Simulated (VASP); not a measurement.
Write the native input for VASP 6.6.1 that does the following.

```
Task                   : single point
Functional             : PBE
Potentials or basis    : VASP PAW PBE potentials, release 64 (Ti_sv, N)
Cutoff                 : 520 eV
k mesh                 : 12 × 12 × 12
Occupations            : fermi-dirac, width 0.1 eV
Spin                   : no spin polarisation
Dipole correction      : no
Further INCAR settings : ALGO = Normal; EDIFF = 1e-06; NBANDS = 16
```

The structure of TiN (Osbornite) lies in POSCAR:

```
TiN
1.0
    0.0000000000      2.0975944961      2.0975944961
    2.0975944961      0.0000000000      2.0975944961
    2.0975944961      2.0975944961      0.0000000000
Ti N
1 1
Direct
    0.0000000000      0.0000000000      0.0000000000
    0.5000000000      0.5000000000      0.5000000000
```

One way to write it, as run:

INCAR

```
SYSTEM = TiN
PREC     = Accurate       ! precision mode
ENCUT    = 520            ! plane-wave cutoff, eV
EDIFF    = 1E-6           ! SCF threshold, eV
ISMEAR   = -1             ! smearing method
SIGMA    = 0.1            ! smearing width, eV
LREAL    = .False.        ! projectors in reciprocal space
LASPH    = .True.         ! aspherical terms in the spheres
NELM     = 60             ! most SCF steps
ALGO     = Normal         ! electronic algorithm
ISIF     = 2              ! what is computed and relaxed
LWAVE    = .False.        ! write WAVECAR
LCHARG   = .False.        ! write CHGCAR
GGA      = PE             ! functional
NBANDS   = 16             ! bands
```

KPOINTS

```
Automatic mesh
0
Gamma
  12 12 12
  0 0 0
```

Potentials or basis: VASP PAW PBE potentials, release 64 (Ti_sv, N).

Launch:

```bash
$ cat potpaw_PBE.64/Ti_sv/POTCAR potpaw_PBE.64/N/POTCAR > POTCAR
$ mpirun -np 1 vasp_std > vasp.out
```

It gave:

```json
{"Pressure": "11.6 GPa"}
```

It took 24 s on 1 thread of AMD EPYC 7R13 Processor (Zen 3), on a shared host, peak memory 0.12 GiB.
